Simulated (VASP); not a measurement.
# WS2 (P6_3/mmc) in VASP: a series of runs

WS2 is run at these levels: LDA, LDA+U; tasks: single point.

Program: VASP 6.6.1. These are calculated values, not measurements. Logs are shortened: lines on timing, memory, paths and dates and some standing lists are left out, and cuts for length are marked.

### 1 The cell of the first run

It takes space group P6_3/mmc (No. 194, hexagonal). Conventional cell: a = 3.181 Å, b = 3.181 Å, c = 12.364 Å, α = 90.00°, β = 90.00°, γ = 120.00°. Within 3.2 Å of W (site symmetry -6m2) lie 6 S at 2.37 Å and 6 W at 3.18 Å. S (site symmetry 3m) has 3 W at 2.37 Å and 7 S at 3.01 to 3.18 Å within 3.2 Å.

### 2 Single point, LDA (atoms shifted along a free coordinate)

Input file INCAR:

```
SYSTEM = WS2
PREC = Accurate
ENCUT = 520
EDIFF = 1E-7
ISMEAR = 0
SIGMA = 0.05
LREAL = .FALSE.
LASPH = .TRUE.
NELM = 80
ALGO = Normal
ISIF = 2
LWAVE = .FALSE.
LCHARG = .FALSE.
NBANDS = 35
```

Input file KPOINTS:

```
Automatic mesh
0
G
  12 12 4
  0 0 0
```

Input file POSCAR:

```
WS2
1.0
    3.1812289120      0.0000000000      0.0000000000
   -1.5906144560      2.7550250530      0.0000000000
    0.0000000000      0.0000000000     12.3643864273
W S
2 4
Direct
    0.3333333333      0.6666666667      0.2500000000
    0.6666666667      0.3333333333      0.7500000000
    0.3333333333      0.6666666667      0.6282872193
    0.6666666667      0.3333333333      0.1282872193
    0.3333333333      0.6666666667      0.8717127807
    0.6666666667      0.3333333333      0.3717127807
```

Potentials or basis: VASP PAW LDA potentials, release 64 (W_sv, S).

Launch:

```console
$ cat potpaw_LDA.64/W_sv/POTCAR potpaw_LDA.64/S/POTCAR > POTCAR
$ mpirun -np 1 vasp_std > vasp.out
```

OUTCAR:

```text
SYSTEM = WS2
   PREC = Accurate
   ENCUT = 520
   EDIFF = 1E-7
   ISMEAR = 0
   LREAL = .FALSE.
   LASPH = .TRUE.
   NELM = 80
   ISIF = 2

 ion  position               nearest neighbor table
   1  0.333  0.667  0.250-   4 2.37   6 2.37   4 2.37   6 2.37   4 2.37   6 2.37
   2  0.667  0.333  0.750-   3 2.37   5 2.37   3 2.37   5 2.37   3 2.37   5 2.37
   3  0.333  0.667  0.628-   2 2.37   2 2.37   2 2.37
   4  0.667  0.333  0.128-   1 2.37   1 2.37   1 2.37
   5  0.333  0.667  0.872-   2 2.37   2 2.37   2 2.37
   6  0.667  0.333  0.372-   1 2.37   1 2.37   1 2.37

  LATTYP: Found a hexagonal cell.
 ALAT       =     3.1812289120
 C/A-ratio  =     3.8866698277

  Lattice vectors:

 A1 = (   3.1812289120,   0.0000000000,   0.0000000000)
 A2 = (  -1.5906144560,   2.7550250530,   0.0000000000)
 A3 = (   0.0000000000,   0.0000000000,  12.3643864273)

Analysis of symmetry for initial positions (statically):
=====================================================================
 Subroutine PRICEL returns:
 Original cell was already a primitive cell.

 Routine SETGRP: Setting up the symmetry group for a
 hexagonal supercell.

 Subroutine GETGRP returns: Found 24 space group operations
 (whereof 12 operations were pure point group operations)
 out of a pool of 24 trial point group operations.

The static configuration has the point symmetry D_3d.
 The point group associated with its full space group is D_6h.

Analysis of symmetry for dynamics (positions and initial velocities):
=====================================================================
 Subroutine PRICEL returns:
 Original cell was already a primitive cell.

 Routine SETGRP: Setting up the symmetry group for a
 hexagonal supercell.

 Subroutine GETGRP returns: Found 24 space group operations
 (whereof 12 operations were pure point group operations)
 out of a pool of 24 trial point group operations.

The dynamic configuration has the point symmetry D_3d.
 The point group associated with its full space group is D_6h.

 Subroutine INISYM returns: Found 24 space group operations
 (whereof 12 operations are pure point group operations),
 and found     1 'primitive' translations

----------------------------------------------------------------------------------------

                                     Primitive cell

  volume of cell :     108.3660

[... 97 lines left out ...]
   LREAL  =      F    real-space projection
   EDIFFG = 0.1E-05   stopping-criterion for IOM
   NSW    =      0    number of steps for IOM
   IBRION =     -1    ionic relax: 0-MD 1-quasi-New 2-CG
   NFREE  =      0    steps in history (QN), initial steepest desc. (CG)
   ISIF   =      2    stress and relaxation
   ISYM   =      2    0-nonsym 1-usesym 2-fastsym
   POTIM  = 0.5000    time-step for ionic-motion
   TEBEG  =    0.0;   TEEND  =   0.0 temperature during run
   PSTRESS=    0.0 pullay stress
   NELECT =      52.0000    total number of electrons
   NUPDOWN=      -1.0000    fix difference up-down
   EMIN   =  10.00;   EMAX   =-10.00  energy-range for DOS
   EFERMI =   0.00;   METHOD = LEGACY
   ISMEAR =     0;   SIGMA  =   0.05  broadening in eV -4-tet -1-fermi 0-gaus
   EFERMI_NEDOS =   21; number of points for ismear=-14 and -15
   IALGO  =     38    algorithm
   IMIX   =      4    mixing-type and parameters
     AMIX     =   0.40;   BMIX     =  1.00
     AMIX_MAG =   1.60;   BMIX_MAG =  1.00
  volume/ion in A,a.u.               =      18.06       121.88
  Fermi-wavevector in a.u.,A,eV,Ry     =   1.281676  2.422017 22.350201  1.642693
  Thomas-Fermi vector in A             =   2.414032
   LORBIT       =      0    0 simple, 1 ext, 2 COOP (PROOUT), +10 PAW based schemes
   GGA     = CA    functional components
   LHFCALC =     F    Hartree Fock is set to
   AEXX    =    0.0000 exact exchange contribution
   IVDW    =     0    specifies the selected vdW correction
   LEPSILON=     F    determine dielectric tensor
   LRPA    =     F    only Hartree local field effects (RPA)
 non-spin polarized calculation
 Gauss-broadening in eV      SIGMA  =   0.05
  energy-cutoff  :      520.00
  volume of cell :      108.37
 maximum number of plane-waves:      2944
 NGX is ok and might be reduce to    24
   NGX = 11   NGY = 11   NGZ = 45

 number of electron      52.0000001 magnetization

 Free energy of the ion-electron system (eV)
  ---------------------------------------------------
  ext. energy  EPLUGINS =         0.00000000
  ---------------------------------------------------
  free energy    TOTEN  =       -52.39492840 eV

  energy without entropy =      -52.39492840  energy(sigma->0) =      -52.39492840

 E-fermi :   7.6291     XC(G=0): -11.0779

 val. band max:        7.2964989696   @ k =   0.0000   0.0000   0.0000
 cond. band min:       7.9945765751   @ k =   0.3333   0.3333   0.0000
 fundamental gap:      0.6980776055
 Fermi energy:         7.6290770238

 k-point     1 :       0.0000    0.0000    0.0000
  band No.  band energies     occupation
      1     -67.0630      2.00000
      2     -67.0629      2.00000
      3     -31.5983      2.00000
      4     -31.5982      2.00000
      5     -31.4547      2.00000
      6     -31.4547      2.00000
[... 901 lines left out ...]
     34      11.2355      0.00000
     35      12.9132      0.00000

 [... further k-points ...]

------------------------ aborting loop because EDIFF is reached ----------------------------------------

  FORCE on cell =-STRESS in cart. coord.  units (eV):
  Direction    XX          YY          ZZ          XY          YZ          ZX
  --------------------------------------------------------------------------------------
  -------------------------------------------------------------------------------------
  Total       -1.3680769     -1.3680769      4.5580847      0.0000000     -0.0000000      0.0000000
  in kB      -20.2268402    -20.2268402     67.3906936      0.0000000     -0.0000000      0.0000000
  external PRESSURE =       8.9790044 kB  Pullay stress =       0.0000000 kB

 VOLUME and BASIS-vectors are now :
 -----------------------------------------------------------------------------
  energy-cutoff  :      520.00
  volume of cell :      108.37
      direct lattice vectors                 reciprocal lattice vectors
     3.181228912  0.000000000  0.000000000     0.314343930  0.181486553  0.000000000
    -1.590614456  2.755025053  0.000000000     0.000000000  0.362973106  0.000000000
     0.000000000  0.000000000 12.364386427     0.000000000  0.000000000  0.080877446

 POSITION                                       TOTAL-FORCE (eV/Angst)
 -----------------------------------------------------------------------------------
     -0.00000      1.83668      3.09110        -0.000000      0.000000     -0.000000
      1.59061      0.91834      9.27329         0.000000      0.000000     -0.000000
     -0.00000      1.83668      7.76839         0.000000      0.000000     -0.886079
      1.59061      0.91834      1.58619         0.000000     -0.000000     -0.886079
     -0.00000      1.83668     10.77819         0.000000      0.000000      0.886079
      1.59061      0.91834      4.59600        -0.000000      0.000000      0.886079
 -----------------------------------------------------------------------------------
    total drift:                               -0.000000      0.000000     -0.000000

  FREE ENERGIE OF THE ION-ELECTRON SYSTEM (eV)
  ---------------------------------------------------
  free  energy   TOTEN  =       -52.3949284011 eV

  energy  without entropy=      -52.3949284011  energy(sigma->0) =      -52.39492840
```

OSZICAR:

```text
N       E                     dE             d eps       ncg     rms          rms(c)
DAV:   1     0.505263272735E+03    0.50526E+03   -0.28356E+04  4358   0.148E+03
DAV:   2    -0.225280072579E+02   -0.52779E+03   -0.50975E+03  4613   0.407E+02
DAV:   3    -0.543123987412E+02   -0.31784E+02   -0.31252E+02  4950   0.954E+01
DAV:   4    -0.550748261793E+02   -0.76243E+00   -0.75913E+00  4804   0.155E+01
DAV:   5    -0.550904139971E+02   -0.15588E-01   -0.15574E-01  4859   0.235E+00    0.406E+01
DAV:   6    -0.527505997307E+02    0.23398E+01   -0.77249E+00  4481   0.184E+01    0.170E+01
DAV:   7    -0.525109363114E+02    0.23966E+00   -0.20566E+00  4372   0.755E+00    0.686E+00
DAV:   8    -0.523980699281E+02    0.11287E+00   -0.30817E-01  4655   0.374E+00    0.175E+00
DAV:   9    -0.523969771459E+02    0.10928E-02   -0.35441E-02  4861   0.963E-01    0.902E-01
DAV:  10    -0.523951932444E+02    0.17839E-02   -0.16713E-02  4763   0.796E-01    0.285E-01
DAV:  11    -0.523949403913E+02    0.25285E-03   -0.27566E-03  4307   0.299E-01    0.150E-01
DAV:  12    -0.523949263045E+02    0.14087E-04   -0.10616E-04  4533   0.657E-02    0.415E-02
DAV:  13    -0.523949297015E+02   -0.33970E-05   -0.87818E-06  5065   0.184E-02    0.447E-02
DAV:  14    -0.523949287990E+02    0.90251E-06   -0.10277E-05  4647   0.208E-02    0.173E-02
DAV:  15    -0.523949284369E+02    0.36207E-06   -0.11743E-06  4553   0.711E-03    0.605E-03
DAV:  16    -0.523949284011E+02    0.35856E-07   -0.30757E-07  3801   0.218E-03
   1 F= -.52394928E+02 E0= -.52394928E+02  d E =-.299206E-23
```

Wall time 69 s (1 thread of Intel Xeon 6975P-C (Granite Rapids), shared host); peak memory 0.29 GiB.

Results:

| Property | Result |
| --- | --- |
| Free energy | -52.3949 eV |
| Pressure | 0.9 GPa |
| Largest force | 0.886 eV/Å |
| Band gap on the k mesh | 0.70 eV (least direct gap 1.58 eV) |

Forces on the atoms (eV/Å):
```
W    0.000  0.000  0.000
W    0.000  0.000  0.000
S    0.000  0.000 -0.886
S    0.000  0.000 -0.886
S    0.000  0.000  0.886
S    0.000  0.000  0.886
```

Stress tensor (GPa, compression positive):
```
-2.02  0.00  0.00
 0.00 -2.02  0.00
 0.00  0.00  6.74
```

Caveat: the cell differs from its parent crystal (atoms shifted along a free coordinate); the stress differs along the axes, from -2 to 7 GPa; spin-orbit coupling is left out, which moves the levels of the heavy elements.

### 3 Single point, LDA+U

This run uses another cell than the first one, of 17.15 Å³/atom.

Input file INCAR:

```
SYSTEM = WS2
PREC = Accurate ; ENCUT = 500
EDIFF = 1E-6 ; ISMEAR = 1
SIGMA = 0.05 ; LREAL = .FALSE.
LASPH = .TRUE. ; NELM = 200
ALGO = Normal ; ISIF = 2
LWAVE = .FALSE. ; LCHARG = .TRUE.
LMAXMIX = 4 ; LDAU = .TRUE.
LDAUTYPE = 2 ; LDAUL = 2 -1
LDAUU = 8 0 ; LDAUJ = 0 0
LDAUPRINT = 1 ; LELF = .TRUE.
LVHAR = .TRUE. ; NBANDS = 35
GGA_COMPAT = .FALSE.
```

KPOINTS is that of step 2.

Input file POSCAR:

```
WS2
1.0
    3.1265905160      0.0000000000      0.0000000000
   -1.5632952580      2.7077068141      0.0000000000
    0.0000000000      0.0000000000     12.1520250223
W S
2 4
Direct
    0.3333333333      0.6666666667      0.2500000000
    0.6666666667      0.3333333333      0.7500000000
    0.3333333333      0.6666666667      0.6145775701
    0.6666666667      0.3333333333      0.1145775701
    0.3333333333      0.6666666667      0.8854224299
    0.6666666667      0.3333333333      0.3854224299
```

Potentials or basis: VASP PAW LDA potentials, release 64 (W_sv, S).

Launch:

```console
$ cat potpaw_LDA.64/W_sv/POTCAR potpaw_LDA.64/S/POTCAR > POTCAR
$ mpirun -np 1 vasp_std > vasp.out
```

Wall time 2.3 min (1 thread of Oxide Virtual Turin-like, shared host); peak memory 0.25 GiB.

Results (log left out):

| Property | Result |
| --- | --- |
| Free energy | -34.5498 eV |
| Pressure | -1.0 GPa |
| Largest force | 0.818 eV/Å |
| Band gap on the k mesh | 0.81 eV (least direct gap 1.89 eV) |

Forces in eV/Å, atoms in the order of the input:
```
W    0.000  0.000  0.000
W    0.000  0.000  0.000
S    0.000  0.000  0.818
S    0.000  0.000  0.818
S    0.000  0.000 -0.818
S    0.000  0.000 -0.818
```

Stress tensor (GPa, compression positive):
```
 1.99  0.00  0.00
 0.00  1.99  0.00
 0.00  0.00 -6.98
```

Levels at points of the mesh, in eV from the valence-band top:
| k point | band 22 | band 23 | band 24 | band 25 | band 26 | band 27 | band 28 | band 29 | band 30 | band 31 |
| --- | --- | --- | --- | --- | --- | --- | --- | --- | --- | --- |
| (0.00, 0.00, 0.00) | -1.49 | -1.45 | -1.45 | -1.33 | 0.00 | 2.33 | 2.33 | 2.62 | 2.62 | 2.65 |
| (0.50, 0.00, 0.00) | -2.77 | -1.79 | -1.72 | -1.51 | -1.36 | 2.52 | 2.89 | 2.94 | 3.11 | 3.12 |
| (0.00, 0.00, 0.50) | -1.50 | -1.50 | -1.50 | -0.32 | -0.32 | 2.46 | 2.46 | 2.46 | 2.46 | 2.68 |
| (0.50, 0.00, 0.50) | -2.93 | -1.62 | -1.62 | -1.54 | -1.54 | 2.87 | 2.87 | 2.90 | 2.90 | 3.46 |

Eigenvalues of the final occupation matrices:
```tsv
site	spin	trace	eigenvalues
site 1 d	1	1.60	0.30 0.30 0.32 0.32 0.36
site 1 d	2	1.60	0.30 0.30 0.32 0.32 0.36
site 2 d	1	1.60	0.30 0.30 0.32 0.32 0.36
site 2 d	2	1.60	0.30 0.30 0.32 0.32 0.36
```

Caveat: the stress differs along the axes, from -7 to 2 GPa; spin-orbit coupling is left out, which moves the levels of the heavy elements.
